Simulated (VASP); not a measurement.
Bi2Te3: single point with PBE

The system is Bi2Te3, a slab with vacuum.

```
CELL_PARAMETERS angstrom
4.43102 0.00000 0.00000
-2.21551 3.83737 0.00000
0.00000 0.00000 41.02658
ATOMIC_POSITIONS crystal
Te 0.00000 0.00000 0.40783
Te 0.66667 0.33333 0.50000
Te 0.33333 0.66667 0.59217
Bi 0.33333 0.66667 0.44969
Bi 0.00000 0.00000 0.55031
```

| Quantity | Value |
| --- | --- |
| Program | VASP 6.6.1 |
| Task | single point |
| Functional | PBE |
| Potentials or basis | VASP PAW PBE potentials, release 64 (Te, Bi_d) |
| Cutoff | 520 eV |
| k mesh | 9 × 9 × 1 |
| Occupations | gaussian, width 0.02 eV |
| Spin | no spin polarisation |

```
Largest force          : 0.009 eV/Å
Band gap on the k mesh : 0.93 eV (least direct gap 1.21 eV)
```

Forces on the atoms (eV/Å):
```
Te   0.000  0.000 -0.009
Te   0.000  0.000  0.000
Te   0.000  0.000  0.009
Bi   0.000  0.000  0.007
Bi   0.000  0.000 -0.007
```

Levels at points of the mesh, in eV from the valence-band top:
```
           k point  band 21  band 22  band 23  band 24  band 25  band 26  band 27  band 28
(0.00, 0.00, 0.00)    -0.73    -0.49    -0.28    -0.28     0.93     1.58     1.58     2.32
```

Wall time 5.2 min on 1 thread of Intel(R) Xeon(R) 6975P-C (Granite Rapids), on a shared host, peak memory 0.92 GiB.

Caveat: spin-orbit coupling is left out, which moves the levels of the heavy elements.
